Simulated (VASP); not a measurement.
# AlN (Cc) in VASP: a series of runs

The runs below take AlN through single point, with LDA.

Program: VASP 6.6.1. These are calculated values, not measurements. Logs are shortened: lines on timing, memory, paths and dates and some standing lists are left out, and cuts for length are marked.

**1. The cell of the first run**

It takes space group Cc (No. 9, monoclinic). Conventional cell: a = 3.104 Å, b = 5.350 Å, c = 4.772 Å, α = 90.00°, β = 101.66°, γ = 90.00°. Al (site symmetry 1) has 4 N at 1.84 to 1.91 Å within 2.4 Å. N (site symmetry 1) has 4 Al at 1.84 to 1.91 Å within 2.4 Å.

**2. Single point, LDA (engineering shear strain xz -0.2000, normal strain along z -0.0400)**

Contents of INCAR:

```
PREC = Accurate ; ENCUT = 520
EDIFF = 1E-6 ; ISMEAR = 0
SIGMA = 0.05 ; LREAL = F
LASPH = T ; NELM = 100
ALGO = Normal ; ISIF = 2
LWAVE = F ; LCHARG = F
GGA = CA ; NBANDS = 16
```

Contents of KPOINTS:

```
regular mesh
0
Gamma
  9 9 6
```

Contents of POSCAR:

```
AlN
1.0
    3.0886152983      0.0000000000     -0.3088615298
   -1.5443076491      2.6748193108      0.1544307649
   -0.4943584266      0.0000000000      4.7458408954
Al N
2 2
Direct
    0.3445595073      0.6661552341     -0.0005623350
    0.6784042732      0.3338447659      0.4994376650
    0.3265664038      0.6760965882      0.3855623350
    0.6504698156      0.3239034118      0.8855623350
```

Potentials or basis: VASP PAW LDA potentials, release 64 (Al, N).

Started as:

```sh
cat potpaw_LDA.64/Al/POTCAR potpaw_LDA.64/N/POTCAR > POTCAR
mpirun -np 1 vasp_std > vasp.out
```

OUTCAR:

```text
PREC = Accurate
   ENCUT = 520
   EDIFF = 1E-6
   ISMEAR = 0
   LREAL = F
   LASPH = T
   NELM = 100
   ISIF = 2
   GGA = CA

 ion  position               nearest neighbor table
   1  0.345  0.666  0.999-   4 1.84   4 1.85   3 1.86   4 1.91   2 2.72   2 2.72   2 2.98   2 2.98
                             2 3.22   2 3.22
   2  0.678  0.334  0.499-   3 1.84   3 1.85   4 1.86   3 1.91   1 2.72   1 2.72   1 2.98   1 2.98
                             1 3.22   1 3.22
   3  0.327  0.676  0.386-   2 1.84   2 1.85   1 1.86   2 1.91
   4  0.650  0.324  0.886-   1 1.84   1 1.85   2 1.86   1 1.91

  LATTYP: Found a base centered monoclinic cell.
 ALAT       =     3.1040199589
 B/A-ratio  =     1.7234549688
 C/A-ratio  =     1.5372063724
 COS(beta)  =    -0.2020601377

  Lattice vectors:

 A1 = (   1.5443076491,  -2.6748193108,  -0.1544307649)
 A2 = (   1.5443076492,   2.6748193108,  -0.1544307649)
 A3 = (  -0.4943584266,   0.0000000000,   4.7458408954)

Analysis of symmetry for initial positions (statically):
=====================================================================
 Subroutine PRICEL returns:
 Original cell was already a primitive cell.

 Routine SETGRP: Setting up the symmetry group for a
 base centered monoclinic supercell.

 Subroutine GETGRP returns: Found  2 space group operations
 (whereof  1 operations were pure point group operations)
 out of a pool of  4 trial point group operations.

The static configuration has the point symmetry C_1 .
 The point group associated with its full space group is C_1h.

Analysis of symmetry for dynamics (positions and initial velocities):
=====================================================================
 Subroutine PRICEL returns:
 Original cell was already a primitive cell.

 Routine SETGRP: Setting up the symmetry group for a
 base centered monoclinic supercell.

 Subroutine GETGRP returns: Found  2 space group operations
 (whereof  1 operations were pure point group operations)
 out of a pool of  4 trial point group operations.

The dynamic configuration has the point symmetry C_1 .
 The point group associated with its full space group is C_1h.

 Subroutine INISYM returns: Found  2 space group operations
 (whereof  1 operations are pure point group operations),
 and found     1 'primitive' translations

----------------------------------------------------------------------------------------

                                     Primitive cell

  volume of cell :      38.7993

  direct lattice vectors                    reciprocal lattice vectors
     3.088615298  0.000000000 -0.308861530     0.327177786  0.186928514  0.034081019
    -1.544307649  2.674819311  0.154430765     0.000000000  0.373857029  0.000000000
    -0.494358427  0.000000000  4.745840895     0.021292882 -0.000000000  0.212928823

  length of vectors
     3.104019959  3.092473657  4.771519261     0.378350485  0.373857029  0.213990819

  position of ions in fractional coordinates (direct lattice)
     0.344559507  0.666155234  0.999437665
     0.678404273  0.333844766  0.499437665
     0.326566404  0.676096588  0.385562335
     0.650469816  0.323903412  0.885562335

  ion indices of the primitive-cell ions
   primitive index   ion index
                 1           1
                 2           2
                 3           3
                 4           4

----------------------------------------------------------------------------------------

 KPOINTS: regular mesh

Automatic generation of k-mesh.
 Grid dimensions read from file:
 generate k-points for:    9    9    6

 Generating k-lattice:

  Cartesian coordinates                     Fractional coordinates (reciprocal lattice)
     0.036353087  0.020769835  0.003786780     0.111111111  0.000000000  0.000000000
     0.000000000  0.041539670  0.000000000     0.000000000  0.111111111  0.000000000
     0.003548814 -0.000000000  0.035488137     0.000000000  0.000000000  0.166666667

  Length of vectors
     0.042038943  0.041539670  0.035665136

  Shift w.r.t. Gamma in fractional coordinates (k-lattice)
     0.000000000  0.000000000  0.000000000

 Subroutine IBZKPT returns following result:
 ===========================================

 Found    140 irreducible k-points:

 Following reciprocal coordinates:
            Coordinates               Weight
  0.000000  0.000000  0.000000      1.000000
  0.111111 -0.000000  0.000000      4.000000
  0.222222  0.000000  0.000000      4.000000
  0.333333 -0.000000  0.000000      4.000000
  0.444444  0.000000  0.000000      4.000000
  0.000000  0.111111  0.000000      2.000000
[... 16 lines left out ...]
  0.333333  0.333333  0.000000      2.000000
  0.000000  0.444444  0.000000      2.000000
 [... further k-points ...]
   k-points           NKPTS =    140   k-points in BZ     NKDIM =    140   number of bands    NBANDS=     16
   number of dos      NEDOS =    301   number of ions     NIONS =      4
   total plane-waves  NPLWV =  20736
   dimension x,y,z NGX =    24 NGY =   24 NGZ =   36
   dimension x,y,z NGXF=    48 NGYF=   48 NGZF=   72
   ions per type =               2   2
   NGX,Y,Z   is equivalent  to a cutoff of  12.85, 12.90, 12.54 a.u.
   NGXF,Y,Z  is equivalent  to a cutoff of  25.71, 25.80, 25.09 a.u.
 SYSTEM =  unknown system
   PREC   = accura    normal or accurate (medium, high low for compatibility)
   ISTART =      0    job   : 0-new  1-cont  2-samecut
   ICHARG =      2    charge: 1-file 2-atom 10-const
   ISPIN  =      1    spin polarized calculation?
   LNONCOLLINEAR =      F non collinear calculations
   LSORBIT =      F    spin-orbit coupling
   LASPH  =      T    aspherical Exc in radial PAW
   ENCUT  =  520.0 eV  38.22 Ry    6.18 a.u.   5.77  5.75  8.87*2*pi/ulx,y,z
   NELM   =    100;   NELMIN=  2; NELMDL= -5     # of ELM steps
   EDIFF  = 0.1E-05   stopping-criterion for ELM
   LREAL  =      F    real-space projection
   EDIFFG = 0.1E-04   stopping-criterion for IOM
   NSW    =      0    number of steps for IOM
   IBRION =     -1    ionic relax: 0-MD 1-quasi-New 2-CG
   NFREE  =      0    steps in history (QN), initial steepest desc. (CG)
   ISIF   =      2    stress and relaxation
   ISYM   =      2    0-nonsym 1-usesym 2-fastsym
   POTIM  = 0.5000    time-step for ionic-motion
   TEBEG  =    0.0;   TEEND  =   0.0 temperature during run
   PSTRESS=    0.0 pullay stress
   NELECT =      16.0000    total number of electrons
   NUPDOWN=      -1.0000    fix difference up-down
   EMIN   =  10.00;   EMAX   =-10.00  energy-range for DOS
   EFERMI =   0.00;   METHOD = LEGACY
   ISMEAR =     0;   SIGMA  =   0.05  broadening in eV -4-tet -1-fermi 0-gaus
   EFERMI_NEDOS =   21; number of points for ismear=-14 and -15
   IALGO  =     38    algorithm
   IMIX   =      4    mixing-type and parameters
     AMIX     =   0.40;   BMIX     =  1.00
     AMIX_MAG =   1.60;   BMIX_MAG =  1.00
  volume/ion in A,a.u.               =       9.70        65.46
  Fermi-wavevector in a.u.,A,eV,Ry     =   1.218541  2.302709 20.202511  1.484843
  Thomas-Fermi vector in A             =   2.353824
   LORBIT       =      0    0 simple, 1 ext, 2 COOP (PROOUT), +10 PAW based schemes
   GGA     = CA    functional components
   LHFCALC =     F    Hartree Fock is set to
   AEXX    =    0.0000 exact exchange contribution
   IVDW    =     0    specifies the selected vdW correction
   LEPSILON=     F    determine dielectric tensor
   LRPA    =     F    only Hartree local field effects (RPA)
 non-spin polarized calculation
 Gauss-broadening in eV      SIGMA  =   0.05
  energy-cutoff  :      520.00
  volume of cell :       38.80
 maximum number of plane-waves:      1061
   NGX = 11   NGY = 11   NGZ = 17

 number of electron      16.0000000 magnetization

 Free energy of the ion-electron system (eV)
  ---------------------------------------------------
  ext. energy  EPLUGINS =         0.00000000
  ---------------------------------------------------
  free energy    TOTEN  =       -32.08067117 eV

  energy without entropy =      -32.08067117  energy(sigma->0) =      -32.08067117

 E-fermi :   7.7738     XC(G=0): -11.5958

 val. band max:        7.5574761932   @ k =   0.0000   0.0000   0.0000
 cond. band min:      11.0481472945   @ k =   0.0000   0.0000   0.0000
 fundamental gap:      3.4906711013
 Fermi energy:         7.7737733053

 k-point     1 :       0.0000    0.0000    0.0000
  band No.  band energies     occupation
      1      -8.8146      2.00000
      2      -6.0121      2.00000
      3       0.5142      2.00000
      4       5.5053      2.00000
      5       5.6784      2.00000
      6       5.9473      2.00000
[... 8 lines left out ...]
     15      19.5873      0.00000
     16      21.1774      0.00000

 k-point     2 :       0.1111   -0.0000    0.0000
  band No.  band energies     occupation
      1      -8.6427      2.00000
      2      -5.9409      2.00000
      3       0.7173      2.00000
      4       4.9184      2.00000
      5       5.3117      2.00000
      6       5.4422      2.00000
[... 8 lines left out ...]
     15      19.6006      0.00000
     16      21.3445      0.00000

 k-point     3 :       0.2222    0.0000    0.0000
  band No.  band energies     occupation
      1      -8.1516      2.00000
      2      -5.7664      2.00000
      3       1.2748      2.00000
      4       3.3803      2.00000
      5       4.2254      2.00000
      6       4.9362      2.00000
[... 8 lines left out ...]
     15      19.6606      0.00000
     16      20.8382      0.00000

 k-point     4 :       0.3333   -0.0000    0.0000
  band No.  band energies     occupation
      1      -7.4325      2.00000
      2      -5.6216      2.00000
      3       1.6923      2.00000
      4       2.0763      2.00000
      5       3.3807      2.00000
      6       4.5351      2.00000
[... 8 lines left out ...]
     15      20.3843      0.00000
     16      21.2093      0.00000
[... 324 lines left out ...]
 k-point    22 :       0.2222    0.3333    0.0000
  band No.  band energies     occupation
      1      -6.4343      2.00000
      2      -5.6868      2.00000
      3       1.4397      2.00000
      4       2.5069      2.00000
      5       3.1001      2.00000
      6       3.6270      2.00000
[... 8 lines left out ...]
     15      20.6999      0.00000
     16      22.1790      0.00000

 k-point    23 :       0.3333    0.3333    0.0000
  band No.  band energies     occupation
      1      -5.9815      2.00000
      2      -5.9448      2.00000
      3       1.4197      2.00000
      4       2.3517      2.00000
      5       2.6833      2.00000
      6       3.4268      2.00000
[... 8 lines left out ...]
     15      20.8844      0.00000
     16      21.8670      0.00000

 k-point    24 :       0.0000    0.4444    0.0000
  band No.  band energies     occupation
      1      -6.7552      2.00000
      2      -5.6718      2.00000
      3       1.1763      2.00000
      4       2.5261      2.00000
      5       3.0398      2.00000
      6       4.5087      2.00000
[... 8 lines left out ...]
     15      20.8701      0.00000
     16      23.0524      0.00000

 [... further k-points ...]
[... 5 lines left out ...]
  --------------------------------------------------------------------------------------
  -------------------------------------------------------------------------------------
  Total       -0.2921970      2.1893095      5.7283419      0.0000000      0.0000000      6.1612720
  in kB      -12.0659765     90.4053078    236.5460479      0.0000000      0.0000000    254.4234579
  external PRESSURE =     104.9617931 kB  Pullay stress =       0.0000000 kB

 VOLUME and BASIS-vectors are now :
 -----------------------------------------------------------------------------
  energy-cutoff  :      520.00
  volume of cell :       38.80
      direct lattice vectors                 reciprocal lattice vectors
     3.088615298  0.000000000 -0.308861530     0.327177786  0.186928514  0.034081019
    -1.544307649  2.674819311  0.154430765     0.000000000  0.373857029  0.000000000
    -0.494358427  0.000000000  4.745840895     0.021292882 -0.000000000  0.212928823

 POSITION                                       TOTAL-FORCE (eV/Angst)
 -----------------------------------------------------------------------------------
     -0.45862      1.78184      4.73963         0.020820     -0.009248     -0.011296
      1.33287      0.89297      2.21227         0.020820      0.009248     -0.011296
     -0.22607      1.80844      1.83336        -0.020820     -0.006946      0.011296
      1.07106      0.86638      4.05185        -0.020820      0.006946      0.011296
 -----------------------------------------------------------------------------------
    total drift:                                0.000073      0.000000      0.000403

  FREE ENERGIE OF THE ION-ELECTRON SYSTEM (eV)
  ---------------------------------------------------
  free  energy   TOTEN  =       -32.0806711651 eV

  energy  without entropy=      -32.0806711651  energy(sigma->0) =      -32.08067117
```

Wall time 44 s (1 thread of Intel Xeon Platinum 8259CL at 2.50GHz (Skylake/Cascade Lake), shared host); peak memory 0.18 GiB.

What came out:

| Quantity | Value |
| --- | --- |
| Free energy | -32.0807 eV |
| Pressure | 10.5 GPa |
| Largest force | 0.025 eV/Å |
| Band gap on the k mesh | 3.49 eV, direct |

Forces on the atoms (eV/Å):
```
Al   0.021 -0.009 -0.011
Al   0.021  0.009 -0.011
N   -0.021 -0.007  0.011
N   -0.021  0.007  0.011
```

Caveat: the cell differs from its parent crystal (engineering shear strain xz -0.2000, normal strain along z -0.0400). A k mesh can miss the band edges.

**3. Single point, LDA (engineering shear strain xz -0.1000, normal strain along z -0.0400)**

Contents of INCAR:

```
PREC = Accurate
ENCUT = 520
EDIFF = 1E-7
ISMEAR = 0
SIGMA = 0.05
LREAL = False
LASPH = True
NELM = 60
ALGO = Normal
ISIF = 2
LWAVE = False
LCHARG = False
GGA = CA
NBANDS = 16
```

KPOINTS is that of step 2.

Contents of POSCAR:

```
AlN
1.0
    3.0886152983      0.0000000000     -0.1544307649
   -1.5443076491      2.6748193108      0.0772153825
   -0.2471792133      0.0000000000      4.7458408954
Al N
2 2
Direct
    0.3387987705      0.6665545685     -0.0026931223
    0.6722442020      0.3334454315      0.4973068777
    0.3289917067      0.6690263861      0.3876931223
    0.6599653207      0.3309736139      0.8876931223
```

Potentials or basis: VASP PAW LDA potentials, release 64 (Al, N).

Started as:

```sh
cat potpaw_LDA.64/Al/POTCAR potpaw_LDA.64/N/POTCAR > POTCAR
mpirun -np 1 vasp_std > vasp.out
```

Wall time 60 s (1 thread of Intel Xeon Platinum 8259CL at 2.50GHz (Skylake/Cascade Lake), shared host); peak memory 0.18 GiB.

The run converged. Its results:

```
Free energy            : -32.5870 eV
Pressure               : 9.5 GPa
Largest force          : 0.014 eV/Å
Band gap on the k mesh : 4.19 eV, direct
```

Forces on the atoms (eV/Å):
```
Al   0.011 -0.002 -0.008
Al   0.011  0.002 -0.008
N   -0.011 -0.002  0.008
N   -0.011  0.002  0.008
```

Stress tensor (GPa, compression positive):
```
 4.43  0.00 13.19
 0.00  7.00  0.00
13.19  0.00 17.15
```

Levels at points of the mesh, in eV from the valence-band top:
```
           k point  band 5  band 6  band 7  band 8  band 9  band 10  band 11  band 12
(0.00, 0.00, 0.00)   -1.60   -1.00   -0.83    0.00    4.19     6.21    10.39    10.42
(0.00, 0.00, 0.50)   -1.40   -1.40   -1.07   -1.07    6.21     6.21    10.30    10.30
```

Caveat: the cell differs from its parent crystal (engineering shear strain xz -0.1000, normal strain along z -0.0400). A k mesh can miss the band edges.
